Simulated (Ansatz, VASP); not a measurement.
**One calculation of CdTe4, two programs**

```
CELL_PARAMETERS angstrom
-3.70870 3.70870 3.70870
3.70870 -3.70870 3.70870
3.70870 3.70870 -3.70870
ATOMIC_POSITIONS crystal
Cd 0.00000 0.00000 0.00000
Te 0.34960 0.34960 0.34960
Te 0.65040 0.00000 0.00000
Te 0.00000 0.00000 0.65040
Te 0.00000 0.65040 0.00000
```

Change from the starting cell: species swapped into the GeF4 type (I-43m, No. 217).

Alike in both runs: task single point; functional PBE; k mesh 4 × 4 × 4; occupations gaussian, width 0.1 eV; no spin polarisation.

|  | VASP | Ansatz |
| --- | --- | --- |
| version | VASP 6.6.1 | Ansatz 0.2.0 |
| potentials or method | VASP PAW PBE potentials, release 64 (Cd, Te), cutoff 520 eV | scalar-relativistic, plane waves, PAW |
| valence electrons in the cell | 36 | 84 |

|  | VASP | Ansatz | Ansatz less VASP |
| --- | --- | --- | --- |
| gap on the k mesh at the Fermi level (eV) | none | none | - |
| pressure (GPa) | 18.0 | 17.8 | -0.24 |
| rms of the force components (eV/Å) | 4.763 | 4.706 | -0.0570 |

Atom by atom the forces differ by 0.057 eV/Å (rms over components). A gap of «none» marks a metal or a gap that the smearing closes. With one functional, cell and mesh, what is left measures potentials, basis and numerics. VASP's potentials hold 36 valence electrons a cell and Ansatz's 84, so a difference there can come from the potentials and not from the codes.

Spin-orbit coupling is off throughout.
